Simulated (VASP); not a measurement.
# GaAs (F-43m) in VASP: notebook

Aim: see how the results for GaAs move with the level of theory and the settings. Levels: PBE-based global hybrid, PBE-based screened hybrid, HSE06. Tasks: single point.

Program: VASP 6.6.1. These are calculated values, not measurements. Logs are shortened: lines on timing, memory, paths and dates and some standing lists are left out, and cuts for length are marked.

## (1) The cell of the first run

The structure is cubic, space group F-43m (No. 216). Conventional cell: a = 5.666 Å, b = 5.666 Å, c = 5.666 Å, α = 90.00°, β = 90.00°, γ = 90.00°. Ga (site symmetry -43m) has 4 As at 2.45 Å within 3.2 Å. Within 3.2 Å of As (site symmetry -43m) lie 4 Ga at 2.45 Å.

## (2) Single point, PBE-based global hybrid

POSCAR

```
GaAs
1.0
    0.0000000000      2.8330831934      2.8330831934
    2.8330831934      0.0000000000      2.8330831934
    2.8330831934      2.8330831934      0.0000000000
Ga As
1 1
Direct
    0.0000000000      0.0000000000      0.0000000000
    0.2500000000      0.2500000000      0.2500000000
```

INCAR.step1

```
PREC = Accurate ; ENCUT = 520
EDIFF = 1E-5 ; ISMEAR = 0
SIGMA = 0.01 ; LREAL = False
LASPH = True ; NELM = 100
ALGO = Normal ; ISIF = 2
LWAVE = True ; NBANDS = 16
GGA = PE
```

INCAR.step2

```
PREC = Accurate ; ENCUT = 520
EDIFF = 1E-6 ; ISMEAR = 0
SIGMA = 0.01 ; LREAL = False
LASPH = True ; NELM = 100
ALGO = Normal ; ISIF = 2
LWAVE = False ; LCHARG = True
GGA = PE ; LHFCALC = True
AEXX = 0.05 ; PRECFOCK = Normal
LELF = True ; LVHAR = True
NBANDS = 16 ; ISTART = 1
```

KPOINTS

```
regular mesh
0
Gamma
  4 4 4
```

Potentials or basis: VASP PAW PBE potentials, release 64 (Ga_d, As).

Started as:

```sh
cat potpaw_PBE.64/Ga_d/POTCAR potpaw_PBE.64/As/POTCAR > POTCAR
cp INCAR.step1 INCAR
mpirun -np 1 vasp_std > vasp.out
cp INCAR.step2 INCAR
mpirun -np 1 vasp_std > vasp.out
```

OUTCAR:

```text
PREC = Accurate
   ENCUT = 520
   EDIFF = 1E-6
   ISMEAR = 0
   LREAL = False
   LASPH = True
   NELM = 100
   ISIF = 2
   GGA = PE
   LHFCALC = True
   AEXX = 0.05
   PRECFOCK = Normal
   ISTART = 1

 ion  position               nearest neighbor table
   1  0.000  0.000  0.000-   2 2.45   2 2.45   2 2.45   2 2.45
   2  0.250  0.250  0.250-   1 2.45   1 2.45   1 2.45   1 2.45

  LATTYP: Found a face centered cubic cell.
 ALAT       =     5.6661663868

  Lattice vectors:

 A1 = (   0.0000000000,   2.8330831934,   2.8330831934)
 A2 = (   2.8330831934,   0.0000000000,   2.8330831934)
 A3 = (   2.8330831934,   2.8330831934,   0.0000000000)

Analysis of symmetry for initial positions (statically):
=====================================================================
 Subroutine PRICEL returns:
 Original cell was already a primitive cell.

 Routine SETGRP: Setting up the symmetry group for a
 face centered cubic supercell.

 Subroutine GETGRP returns: Found 24 space group operations
 (whereof 24 operations were pure point group operations)
 out of a pool of 48 trial point group operations.

The static configuration has the point symmetry T_d .

Analysis of symmetry for dynamics (positions and initial velocities):
=====================================================================
 Subroutine PRICEL returns:
 Original cell was already a primitive cell.

 Routine SETGRP: Setting up the symmetry group for a
 face centered cubic supercell.

 Subroutine GETGRP returns: Found 24 space group operations
 (whereof 24 operations were pure point group operations)
 out of a pool of 48 trial point group operations.

The dynamic configuration has the point symmetry T_d .

 Subroutine INISYM returns: Found 24 space group operations
 (whereof 24 operations are pure point group operations),
 and found     1 'primitive' translations

----------------------------------------------------------------------------------------

                                     Primitive cell

  volume of cell :      45.4787

  direct lattice vectors                    reciprocal lattice vectors
     0.000000000  2.833083193  2.833083193    -0.176486169  0.176486169  0.176486169
     2.833083193  0.000000000  2.833083193     0.176486169 -0.176486169  0.176486169
     2.833083193  2.833083193  0.000000000     0.176486169  0.176486169 -0.176486169

  length of vectors
     4.006584675  4.006584675  4.006584675     0.305683012  0.305683012  0.305683012

  position of ions in fractional coordinates (direct lattice)
     0.000000000  0.000000000  0.000000000
     0.250000000  0.250000000  0.250000000

  ion indices of the primitive-cell ions
   primitive index   ion index
                 1           1
                 2           2

----------------------------------------------------------------------------------------

 KPOINTS: regular mesh

Automatic generation of k-mesh.
 Grid dimensions read from file:
 generate k-points for:    4    4    4

 Generating k-lattice:

  Cartesian coordinates                     Fractional coordinates (reciprocal lattice)
    -0.044121542  0.044121542  0.044121542     0.250000000  0.000000000  0.000000000
     0.044121542 -0.044121542  0.044121542     0.000000000  0.250000000  0.000000000
     0.044121542  0.044121542 -0.044121542     0.000000000  0.000000000  0.250000000

  Length of vectors
     0.076420753  0.076420753  0.076420753

  Shift w.r.t. Gamma in fractional coordinates (k-lattice)
     0.000000000  0.000000000  0.000000000

 Subroutine IBZKPT returns following result:
 ===========================================

 Found      8 irreducible k-points:

 Following reciprocal coordinates:
            Coordinates               Weight
  0.000000  0.000000  0.000000      1.000000
  0.250000  0.000000  0.000000      8.000000
  0.500000  0.000000  0.000000      4.000000
  0.250000  0.250000  0.000000      6.000000
  0.500000  0.250000  0.000000     24.000000
 -0.250000  0.250000  0.000000     12.000000
  0.500000  0.500000  0.000000      3.000000
 -0.250000  0.500000  0.250000      6.000000
   k-points           NKPTS =      8   k-points in BZ     NKDIM =     64   number of bands    NBANDS=     16
   number of dos      NEDOS =    301   number of ions     NIONS =      2
   total plane-waves  NPLWV =  27000
   dimension x,y,z NGX =    30 NGY =   30 NGZ =   30
   dimension x,y,z NGXF=    60 NGYF=   60 NGZF=   60
   ions per type =               1   1
   NGX,Y,Z   is equivalent  to a cutoff of  12.45, 12.45, 12.45 a.u.
   NGXF,Y,Z  is equivalent  to a cutoff of  24.90, 24.90, 24.90 a.u.
 SYSTEM =  unknown system
   PREC   = accura    normal or accurate (medium, high low for compatibility)
   ISTART =      1    job   : 0-new  1-cont  2-samecut
   ICHARG =      0    charge: 1-file 2-atom 10-const
   ISPIN  =      1    spin polarized calculation?
   LNONCOLLINEAR =      F non collinear calculations
   LSORBIT =      F    spin-orbit coupling
   LASPH  =      T    aspherical Exc in radial PAW
   ENCUT  =  520.0 eV  38.22 Ry    6.18 a.u.   7.45  7.45  7.45*2*pi/ulx,y,z
   NELM   =    100;   NELMIN=  2; NELMDL=  0     # of ELM steps
   EDIFF  = 0.1E-05   stopping-criterion for ELM
   LREAL  =      F    real-space projection
   EDIFFG = 0.1E-04   stopping-criterion for IOM
   NSW    =      0    number of steps for IOM
   IBRION =     -1    ionic relax: 0-MD 1-quasi-New 2-CG
   NFREE  =      0    steps in history (QN), initial steepest desc. (CG)
   ISIF   =      2    stress and relaxation
   ISYM   =      3    0-nonsym 1-usesym 2-fastsym
   POTIM  = 0.5000    time-step for ionic-motion
   TEBEG  =    0.0;   TEEND  =   0.0 temperature during run
   PSTRESS=    0.0 pullay stress
   NELECT =      18.0000    total number of electrons
   NUPDOWN=      -1.0000    fix difference up-down
   EMIN   =  10.00;   EMAX   =-10.00  energy-range for DOS
   EFERMI =   0.00;   METHOD = LEGACY
   ISMEAR =     0;   SIGMA  =   0.01  broadening in eV -4-tet -1-fermi 0-gaus
   EFERMI_NEDOS =   21; number of points for ismear=-14 and -15
   IALGO  =     38    algorithm
   IMIX   =      1    mixing-type and parameters
     AMIX     =   0.40;   BMIX     =  1.00
     AMIX_MAG =   1.60;   BMIX_MAG =  1.00
  volume/ion in A,a.u.               =      22.74       153.45
  Fermi-wavevector in a.u.,A,eV,Ry     =   1.201978  2.271408 19.657016  1.444750
  Thomas-Fermi vector in A             =   2.337772
   LORBIT       =      0    0 simple, 1 ext, 2 COOP (PROOUT), +10 PAW based schemes
   GGA     = PE    functional components
   LHFCALC =     T    Hartree Fock is set to
   PRECFOCK=normal    Normal, Fast or Accurate (Low or Medium for compatibility)
   ENCUT4O =  -1.0   cutoff for four orbital integrals eV
   NKREDX  =     1    reduce k-point grid by
   NKREDY  =     1    reduce k-point grid by
   NKREDZ  =     1    reduce k-point grid by
   AEXX    =    0.0500 exact exchange contribution
   HFSCREEN=    0.0000 screening length (either q_TF or 0.3 A-1)
   HFSCREENC=   0.0000 screening length for correlation (either q_TF or 0.3 A-1)
   ENCUTFOCK=  -1.0 apply spherical cutoff to Coloumb kernel
   IVDW    =     0    specifies the selected vdW correction
   LEPSILON=     F    determine dielectric tensor
   LRPA    =     F    only Hartree local field effects (RPA)
 non-spin polarized calculation
 Gauss-broadening in eV      SIGMA  =   0.01
  energy-cutoff  :      520.00
  volume of cell :       45.48
 maximum number of plane-waves:      1243
 NGX is ok and might be reduce to    30
  NGX = 24; NGY = 24; NGZ = 24

 number of electron      17.9999990 magnetization

 Free energy of the ion-electron system (eV)
  ---------------------------------------------------
  ext. energy  EPLUGINS =         0.00000000
  ---------------------------------------------------
  free energy    TOTEN  =        -8.57484810 eV

  energy without entropy =       -8.57484810  energy(sigma->0) =       -8.57484810

 E-fermi :   3.8528     XC(G=0):  -9.1332

 val. band max:        3.7575685926   @ k =   0.0000   0.0000   0.0000
 cond. band min:       4.5372272472   @ k =   0.0000   0.0000   0.0000
 fundamental gap:      0.7796586546
 Fermi energy:         3.8528317749

 k-point     1 :       0.0000    0.0000    0.0000
  band No.  band energies     occupation
      1     -11.6059      2.00000
      2     -11.6059      2.00000
      3     -11.6059      2.00000
      4     -11.5292      2.00000
      5     -11.5292      2.00000
      6      -9.1819      2.00000
[... 8 lines left out ...]
     15      14.1836      0.00000
     16      14.1836      0.00000

 k-point     2 :       0.2500    0.0000    0.0000
  band No.  band energies     occupation
      1     -11.6424      2.00000
      2     -11.5952      2.00000
      3     -11.5952      2.00000
      4     -11.5289      2.00000
      5     -11.5289      2.00000
      6      -8.4853      2.00000
[... 8 lines left out ...]
     15      13.0839      0.00000
     16      13.0839      0.00000

 k-point     3 :       0.5000    0.0000    0.0000
  band No.  band energies     occupation
      1     -11.6748      2.00000
      2     -11.5873      2.00000
      3     -11.5873      2.00000
      4     -11.5257      2.00000
      5     -11.5257      2.00000
      6      -7.4012      2.00000
[... 8 lines left out ...]
     15      15.9580      0.00000
     16      15.9580      0.00000

 k-point     4 :       0.2500    0.2500    0.0000
  band No.  band energies     occupation
      1     -11.6617      2.00000
      2     -11.5831      2.00000
      3     -11.5831      2.00000
      4     -11.5400      2.00000
      5     -11.5232      2.00000
      6      -8.2466      2.00000
[... 8 lines left out ...]
     15      15.1943      0.00000
     16      15.4949      0.00000

 k-point     5 :       0.5000    0.2500    0.0000
  band No.  band energies     occupation
      1     -11.6863      2.00000
      2     -11.5771      2.00000
      3     -11.5723      2.00000
      4     -11.5395      2.00000
      5     -11.5226      2.00000
      6      -7.1062      2.00000
[... 8 lines left out ...]
     15      16.1028      0.00000
     16      16.6797      0.00000

 k-point     6 :      -0.2500    0.2500    0.0000
  band No.  band energies     occupation
      1     -11.6724      2.00000
      2     -11.5837      2.00000
      3     -11.5819      2.00000
      4     -11.5310      2.00000
      5     -11.5290      2.00000
      6      -7.5265      2.00000
[... 8 lines left out ...]
     15      14.4382      0.00000
     16      16.7793      0.00000

 k-point     7 :       0.5000    0.5000    0.0000
  band No.  band energies     occupation
      1     -11.7056      2.00000
      2     -11.5592      2.00000
      3     -11.5592      2.00000
      4     -11.5532      2.00000
      5     -11.5171      2.00000
      6      -6.6463      2.00000
[... 8 lines left out ...]
     15      17.4096      0.00000
     16      17.4346      0.00000

 k-point     8 :      -0.2500    0.5000    0.2500
  band No.  band energies     occupation
      1     -11.6928      2.00000
      2     -11.5766      2.00000
      3     -11.5633      2.00000
      4     -11.5397      2.00000
      5     -11.5254      2.00000
      6      -6.5894      2.00000
[... 8 lines left out ...]
     15      16.2981      0.00000
     16      17.4063      0.00000

------------------------ aborting loop because EDIFF is reached ----------------------------------------

  FORCE on cell =-STRESS in cart. coord.  units (eV):
  Direction    XX          YY          ZZ          XY          YZ          ZX
  --------------------------------------------------------------------------------------
  -------------------------------------------------------------------------------------
  Total        0.7733498      0.7733498      0.7733498      0.0000000      0.0000000      0.0000000
  in kB       27.2444825     27.2444825     27.2444825      0.0000000      0.0000000      0.0000000
  external PRESSURE =      27.2444825 kB  Pullay stress =       0.0000000 kB

 VOLUME and BASIS-vectors are now :
 -----------------------------------------------------------------------------
  energy-cutoff  :      520.00
  volume of cell :       45.48
      direct lattice vectors                 reciprocal lattice vectors
     0.000000000  2.833083193  2.833083193    -0.176486169  0.176486169  0.176486169
     2.833083193  0.000000000  2.833083193     0.176486169 -0.176486169  0.176486169
     2.833083193  2.833083193  0.000000000     0.176486169  0.176486169 -0.176486169

 POSITION                                       TOTAL-FORCE (eV/Angst)
 -----------------------------------------------------------------------------------
      0.00000      0.00000      0.00000         0.000000      0.000000      0.000000
      1.41654      1.41654      1.41654        -0.000000     -0.000000     -0.000000
 -----------------------------------------------------------------------------------
    total drift:                               -0.000089     -0.000076     -0.000068

  FREE ENERGIE OF THE ION-ELECTRON SYSTEM (eV)
  ---------------------------------------------------
  free  energy   TOTEN  =        -8.5748481008 eV

  energy  without entropy=       -8.5748481008  energy(sigma->0) =       -8.57484810
```

Wall time 12 min (1 thread of AMD EPYC 7R13, shared host); peak memory 0.16 GiB.

What came out:

```
Free energy            : -8.5748 eV
Pressure               : 2.7 GPa
Band gap on the k mesh : 0.78 eV, direct
```

Levels at points of the mesh, in eV from the valence-band top:
| k point | band 7 | band 8 | band 9 | band 10 | band 11 | band 12 |
| --- | --- | --- | --- | --- | --- | --- |
| (0.00, 0.00, 0.00) | 0.00 | 0.00 | 0.00 | 0.78 | 4.01 | 4.01 |
| (0.50, 0.00, 0.00) | -6.75 | -1.16 | -1.16 | 1.26 | 4.92 | 4.92 |
| (0.50, 0.50, 0.00) | -6.94 | -2.72 | -2.72 | 1.72 | 1.92 | 10.52 |

Caveat: the k points lie up to 0.48 Å⁻¹ apart; the PAW data sets were made with another functional, which shifts forces and pressure a little.

## (3) Single point, PBE-based screened hybrid

POSCAR is that of step 2.

INCAR.step1

```
ALGO = Normal
EDIFF = 1E-5
ENCUT = 520
GGA = PE
ISIF = 2
ISMEAR = 0
LASPH = True
LCHARG = False
LREAL = False
LWAVE = True
NBANDS = 16
NELM = 80
PREC = Accurate
SIGMA = 0.01
```

INCAR.step2

```
AEXX = 0.1
ALGO = Normal
EDIFF = 1E-6
ENCUT = 520
GGA = PE
HFSCREEN = 0.2078
ISIF = 2
ISMEAR = 0
ISTART = 1
LASPH = True
LCHARG = False
LHFCALC = True
LREAL = False
LWAVE = False
NBANDS = 16
NELM = 80
PREC = Accurate
PRECFOCK = Normal
SIGMA = 0.01
```

KPOINTS

```
k-points
0
Gamma
  4 4 4
```

Potentials or basis: VASP PAW PBE potentials, release 64 (Ga_d, As).

Started as:

```sh
cat potpaw_PBE.64/Ga_d/POTCAR potpaw_PBE.64/As/POTCAR > POTCAR
cp INCAR.step1 INCAR
mpirun -np 1 vasp_std > vasp.out
cp INCAR.step2 INCAR
mpirun -np 1 vasp_std > vasp.out
```

It took 15 min on 1 thread of AMD EPYC 7R13, shared host; peak memory 0.25 GiB.

Results (log left out):

```yaml
Free_energy: -8.7105 eV
Pressure: 2.3 GPa
Band_gap_on_the_k_mesh: 0.83 eV, direct
```

Levels at points of the mesh, in eV from the valence-band top:
| k point | band 6 | band 7 | band 8 | band 9 | band 10 | band 11 | band 12 | band 13 |
| --- | --- | --- | --- | --- | --- | --- | --- | --- |
| (0.00, 0.00, 0.00) | -13.17 | 0.00 | 0.00 | 0.00 | 0.83 | 4.03 | 4.03 | 4.03 |
| (0.50, 0.00, 0.00) | -11.36 | -6.84 | -1.17 | -1.17 | 1.28 | 4.94 | 4.94 | 8.10 |
| (0.50, 0.50, 0.00) | -10.59 | -7.03 | -2.75 | -2.75 | 1.70 | 1.92 | 10.64 | 10.64 |

Caveat: the k points lie up to 0.48 Å⁻¹ apart; the PAW data sets were made with another functional, which shifts forces and pressure a little.

[end of part 1 of 2]
